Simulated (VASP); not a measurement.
Set up this calculation in VASP 6.6.1, as the native input.

```yaml
Task: single point
Functional: PBEsol
Potentials_or_basis: VASP PAW PBE potentials, release 64 (W_sv, N)
Cutoff: 520 eV
k_mesh: 3 × 3 × 3
Occupations: fermi-dirac, width 0.1 eV
Spin: no spin polarisation
Dipole_correction: no
Further_INCAR_settings: LREAL = Auto; ALGO = Normal; EDIFF = 1e-06; NBANDS = 128
```

The structure of W16N (a cell with a defect) lies in POSCAR:

```
W16N
1.0
    6.3200000000      0.0000000000      0.0000000000
    0.0000000000      6.3200000000      0.0000000000
    0.0000000000      0.0000000000      6.3200000000
W N
16 1
Direct
   -0.0017585443      0.0005137658     -0.0020768987
    0.5009751582      0.0005181962     -0.0020765823
   -0.0108693038      0.5128931962     -0.0020931962
   -0.0063780063     -0.0045715190      0.4979238924
    0.2496069620      0.2464240506      0.2804990506
    0.5101001582      0.5129017405     -0.0020930380
    0.5055979430     -0.0045696203      0.4979242089
    0.7496128165      0.2549868671      0.2489463608
   -0.0047514241      0.5061810127      0.4979131329
    0.2496117089      0.7594169304      0.2493063291
    0.2496068038      0.2464993671      0.7153525316
    0.5039726266      0.5061791139      0.4979129747
    0.7496123418      0.7601283228      0.2484316456
    0.7496126582      0.2549723101      0.7468846519
    0.2496118671      0.7594153481      0.7465207278
    0.7496121835      0.7601412975      0.7473787975
    0.2496267405      0.3398789557     -0.0020537975
```

One way to write it, as run:

INCAR

```
PREC = Accurate
ENCUT = 520
EDIFF = 1E-6
ISMEAR = -1
SIGMA = 0.1
LREAL = Auto
LASPH = T
NELM = 60
ALGO = Normal
ISIF = 2
LWAVE = F
LCHARG = F
GGA = PS
NBANDS = 128
```

KPOINTS

```
regular mesh
0
Gamma
  3 3 3
```

Potentials or basis: VASP PAW PBE potentials, release 64 (W_sv, N).

The run is started by

```bash
$ cat potpaw_PBE.64/W_sv/POTCAR potpaw_PBE.64/N/POTCAR > POTCAR
$ mpirun -np 1 vasp_std > vasp.out
```

It gave:

| Item | Value |
| --- | --- |
| Pressure | 10.6 GPa |
| Largest force | 0.581 eV/Å |
| Band gap on the k mesh | zero (an odd number of electrons rules out a gap without spin polarisation) |

Caveat: the PAW data sets were made with another functional, which shifts forces and pressure a little; spin-orbit coupling is left out, which moves the levels of the heavy elements.

Wall time 13 min on 1 thread of AMD EPYC 7R13 Processor (Zen 3), on a shared host, peak memory 0.46 GiB.
